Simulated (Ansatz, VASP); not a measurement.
## SiC in VASP and in Ansatz

Contents of POSCAR:

```
SiC
1.0
    0.0000000000      2.0135786124      2.0135786124
    2.0135786124      0.0000000000      2.0135786124
    2.0135786124      2.0135786124      0.0000000000
C Si
1 1
Direct
    0.0000000000      0.0000000000      0.0000000000
    0.5000000000      0.5000000000      0.5000000000
```

File INCAR.step1:

```
SYSTEM = SiC
PREC = Accurate
ENCUT = 520
ISMEAR = 0
SIGMA = 0.05
LREAL = .FALSE.
LASPH = .TRUE.
NELM = 80
NBANDS = 11
GGA = PE
ALGO = Normal
EDIFF = 1E-4
LWAVE = .TRUE.
LCHARG = .FALSE.
```

Contents of INCAR.step2:

```
SYSTEM = SiC
PREC = Accurate
ENCUT = 520
EDIFF = 1E-7
ISMEAR = 0
SIGMA = 0.05
LREAL = .FALSE.
LASPH = .TRUE.
NELM = 80
ALGO = Normal
ISIF = 2
LWAVE = .FALSE.
LCHARG = .FALSE.
METAGGA = R2SCAN
LMIXTAU = .TRUE.
NBANDS = 11
ISTART = 1
```

The input KPOINTS:

```
regular mesh
0
G
  18 18 18
  0 0 0
```

Input for Ansatz:

```yaml
crystal:
  lattice:
    - [0.0, 2.0135786124, 2.0135786124]
    - [2.0135786124, 0.0, 2.0135786124]
    - [2.0135786124, 2.0135786124, 0.0]
  atoms:
    - { symbol: C, position: [0.0, 0.0, 0.0] }
    - { symbol: Si, position: [0.5, 0.5, 0.5] }
basis:
  ecutwfc: 500
  ecutrho_ratio: 4
kpoints:
  mp_grid: { grid: [18, 18, 18] }
hamiltonian:
  xc: r2scan
scf:
  occupations: { method: gaussian, width: 0.05 }
output:
  forces: true
  stress: true
  eigenvalues: true
```

Alike in both runs: task single point; functional r2SCAN; k mesh 18 × 18 × 18; occupations gaussian, width 0.05 eV; no spin polarisation.

|  | VASP | Ansatz |
| --- | --- | --- |
| version | VASP 6.6.1 | Ansatz 0.2.0 |
| potentials or method | VASP PAW PBE potentials, release 64 (C, Si), cutoff 520 eV | scalar-relativistic, plane waves, PAW |
| valence electrons in the cell | 8 | 8 |

|  | VASP | Ansatz | Ansatz less VASP |
| --- | --- | --- | --- |
| gap on the k mesh at the Fermi level (eV) | none | none | - |
| pressure (GPa) | 0.0 | -0.3 | -0.30 |

VASP's potentials were made for PBE, not for r2SCAN. A gap of «none» marks a metal or a gap that the smearing closes.
